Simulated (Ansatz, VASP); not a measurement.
## One calculation of Ge, two programs

The input INCAR:

```
SYSTEM = Ge
ALGO = Normal
EDIFF = 1E-6
ENCUT = 500
GGA = PE
GGA_COMPAT = .False.
ISIF = 2
ISMEAR = 0
LASPH = .True.
LCHARG = .True.
LELF = .True.
LREAL = .False.
LVHAR = .True.
LWAVE = .False.
NBANDS = 66
NELM = 120
PREC = Accurate
SIGMA = 0.1
```

The input KPOINTS:

```
k-points
0
Gamma
  4 4 2
  0 0 0
```

POSCAR

```
Ge
1.0
    3.0233993900     -3.0587661700      0.0000000000
    3.0233993900      3.0587661700      0.0000000000
    0.0000000000      0.0000000000      8.7742586500
Ge
8
Direct
    0.7547179300      0.6304504600      0.8697669100
    0.3695495400      0.2452820700      0.1302330900
    0.8695495400      0.7452820700      0.3697669100
    0.2547179300      0.1304504600      0.6302330900
    0.1304504600      0.2547179300      0.3697669100
    0.7452820700      0.8695495400      0.6302330900
    0.2452820700      0.3695495400      0.8697669100
    0.6304504600      0.7547179300      0.1302330900
```

Input for Ansatz:

```yaml
crystal:
  lattice:
    - [3.02339939, -3.05876617, 0.0]
    - [3.02339939, 3.05876617, 0.0]
    - [0.0, 0.0, 8.77425865]
  atoms:
    - { symbol: Ge, position: [0.75471793, 0.63045046, 0.86976691] }
    - { symbol: Ge, position: [0.36954954, 0.24528207, 0.13023309] }
    - { symbol: Ge, position: [0.86954954, 0.74528207, 0.36976691] }
    - { symbol: Ge, position: [0.25471793, 0.13045046, 0.63023309] }
    - { symbol: Ge, position: [0.13045046, 0.25471793, 0.36976691] }
    - { symbol: Ge, position: [0.74528207, 0.86954954, 0.63023309] }
    - { symbol: Ge, position: [0.24528207, 0.36954954, 0.86976691] }
    - { symbol: Ge, position: [0.63045046, 0.75471793, 0.13023309] }
basis:
  ecutwfc: 420
kpoints:
  mp_grid: { grid: [4, 4, 2] }
hamiltonian:
  xc: pbe
scf:
  occupations: { method: gaussian, width: 0.1 }
  lower_state_search: "off"
output:
  forces: true
  stress: true
  eigenvalues: true
```

Alike in both runs: task single point; functional PBE; k mesh 4 × 4 × 2; occupations gaussian, width 0.1 eV; no spin polarisation.

|  | VASP | Ansatz |
| --- | --- | --- |
| version | VASP 6.6.1 | Ansatz 0.2.0 |
| potentials or method | VASP PAW PBE potentials, release 64 (Ge_d), cutoff 500 eV | scalar-relativistic, plane waves, PAW |
| valence electrons in the cell | 112 | 112 |

```tsv
	VASP	Ansatz	Ansatz less VASP
gap on the k mesh at the Fermi level (eV)	none	none	-
pressure (GPa)	12.7	12.8	+0.11
traceless stress, the component that is largest in VASP (GPa)	5.41	5.45	+0.037
rms of the force components (eV/Å)	0.236	0.236	+0.0004
```

Atom by atom the forces differ by 0.004 eV/Å (rms over components). A gap of «none» marks a metal or a gap that the smearing closes.

The k mesh is coarse, so the values compare programs but aren't converged.
